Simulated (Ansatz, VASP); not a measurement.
## Na2Hg in VASP and in Ansatz

Contents of INCAR:

```
PREC = Accurate ; ENCUT = 600
EDIFF = 1E-7 ; ISMEAR = 0
SIGMA = 0.1 ; LREAL = False
LASPH = True ; NELM = 60
ALGO = Normal ; ISIF = 3
LWAVE = False ; LCHARG = False
GGA = PE ; IBRION = 2
NSW = 90 ; EDIFFG = -0.04
```

KPOINTS

```
regular mesh
0
Gamma
  6 6 2
```

The input POSCAR:

```
Na2Hg
1.0
    3.3981787300      0.0000000000      0.0000000000
   -1.6990893700      2.9429091100      0.0000000000
    0.0000000000      0.0000000000      7.6698062400
Na Hg
2 1
Direct
    0.3333333300      0.6666666700      0.8093705800
    0.6666666700      0.3333333300      0.1906294200
    0.0000000000      0.0000000000      0.0000000000
```

Input for Ansatz:

```yaml
crystal:
  lattice:
    - [3.39817873, 0.0, 0.0]
    - [-1.69908937, 2.94290911, 0.0]
    - [0.0, 0.0, 7.66980624]
  atoms:
    - { symbol: Na, position: [0.33333333, 0.66666667, 0.80937058] }
    - { symbol: Na, position: [0.66666667, 0.33333333, 0.19062942] }
    - { symbol: Hg, position: [0.0, 0.0, 0.0] }
basis:
  ecutwfc: 420
kpoints:
  mp_grid: { grid: [6, 6, 2] }
hamiltonian:
  xc: pbe
scf:
  occupations: { method: gaussian, width: 0.1 }
  lower_state_search: "off"
output:
  forces: true
  stress: true
  eigenvalues: true
relax:
  adjacent_minimum: "off"
  f_tol: 0.04
  max_steps: 70
  cell: { stress_tol: 0.4 }
```

Alike in both runs: task relaxation of cell and atoms; functional PBE; k mesh 6 × 6 × 2; occupations gaussian, width 0.1 eV; no spin polarisation.

|  | VASP | Ansatz |
| --- | --- | --- |
| version | VASP 6.6.1 | Ansatz 0.2.0 |
| potentials or method | VASP PAW PBE potentials, release 64 (Na_pv, Hg), cutoff 600 eV | scalar-relativistic, plane waves, PAW |
| valence electrons in the cell | 26 | 38 |

|  | VASP | Ansatz | Ansatz less VASP |
| --- | --- | --- | --- |
| gap on the k mesh at the Fermi level, each at its own relaxed structure (eV) | none | none | - |
| relaxed volume (Å³/atom) | 30.04 | 30.80 | +0.757 |
| relaxed cell length with the largest relative difference (Å) | 3.541 | 3.594 | +0.0527 |

A gap of «none» marks a metal or a gap that the smearing closes. VASP's potentials hold 26 valence electrons a cell and Ansatz's 38, so a difference there can come from the potentials and not from the codes.

The k mesh is coarse, so the values compare programs but aren't converged. Spin-orbit coupling is off throughout. Noted on VASP's run: the volume moved by over 15 % at a fixed basis, so the end points are rough.
